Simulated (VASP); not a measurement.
Input of a VASP 6.6.1 run:

File INCAR:

```
ALGO = Normal
EDIFF = 1E-6
ENCUT = 520
GGA = PS
ISIF = 2
ISMEAR = 0
LASPH = T
LCHARG = T
LELF = T
LREAL = Auto
LVHAR = T
LWAVE = F
NBANDS = 53
NELM = 60
PREC = Accurate
SIGMA = 0.05
```

KPOINTS

```
k-points
0
Gamma
  2 2 2
```

The input POSCAR:

```
Si16Ge
1.0
    0.0000000000      5.4300000000      5.4300000000
    5.4300000000      0.0000000000      5.4300000000
    5.4300000000      5.4300000000      0.0000000000
Si Ge
16 1
Direct
    0.0040095245      0.0040335430      0.0040540505
    0.1255026516      0.1257937136      0.1245846111
    0.0038794278      0.0039321507      0.4883108267
    0.1296408429      0.1297296291      0.6204016906
    0.0037422224      0.4893935443      0.0034690869
    0.1295946702      0.6208658989      0.1293289038
   -0.0022958162      0.5010970612      0.5006835218
    0.1295550783      0.6208907302      0.6204090577
    0.4891304684      0.0038558254      0.0035296580
    0.6207440062      0.1297018043      0.1293465815
    0.5010110528     -0.0022457600      0.5007012245
    0.6207612042      0.1296701726      0.6203985462
    0.5009435719      0.5010480780     -0.0024453652
    0.6208379035      0.6209570115      0.1291740887
    0.5009161052      0.5010219323      0.5005932980
    0.6251157579      0.6251828950      0.6249086005
    0.8757091282      0.8760744699      0.8744609186
```

Potentials or basis: VASP PAW PBE potentials, release 64 (Si, Ge_d).

Launch:

```bash
$ cat potpaw_PBE.64/Si/POTCAR potpaw_PBE.64/Ge_d/POTCAR > POTCAR
$ mpirun -np 1 vasp_std > vasp.out
```

Problem. Predict the largest force.

Solution. 0.022 eV/Å.

Problem. What does it give for the band gap on the k mesh?

Solution. Zero (bands 39 and 40 overlap by 0.31 eV).

Problem. Estimate the pressure.

Solution. 4.7 GPa.

Forces in eV/Å, atoms in the order of the input:
```
Si   0.004  0.001  0.015
Si  -0.005 -0.001 -0.015
Si   0.006  0.004  0.011
Si  -0.001  0.000 -0.015
Si   0.007 -0.003  0.014
Si   0.000 -0.007 -0.003
Si  -0.004  0.005  0.006
Si   0.006 -0.001 -0.003
Si   0.000  0.004  0.015
Si  -0.008  0.000 -0.004
Si   0.005 -0.005  0.006
Si  -0.002  0.006 -0.003
Si   0.004  0.004 -0.002
Si   0.000  0.000  0.005
Si  -0.003 -0.003 -0.002
Si  -0.002 -0.001 -0.005
Ge  -0.007 -0.004 -0.021
```

Caveat: the k points lie up to 0.50 Å⁻¹ apart; the PAW data sets were made with another functional, which shifts forces and pressure a little.
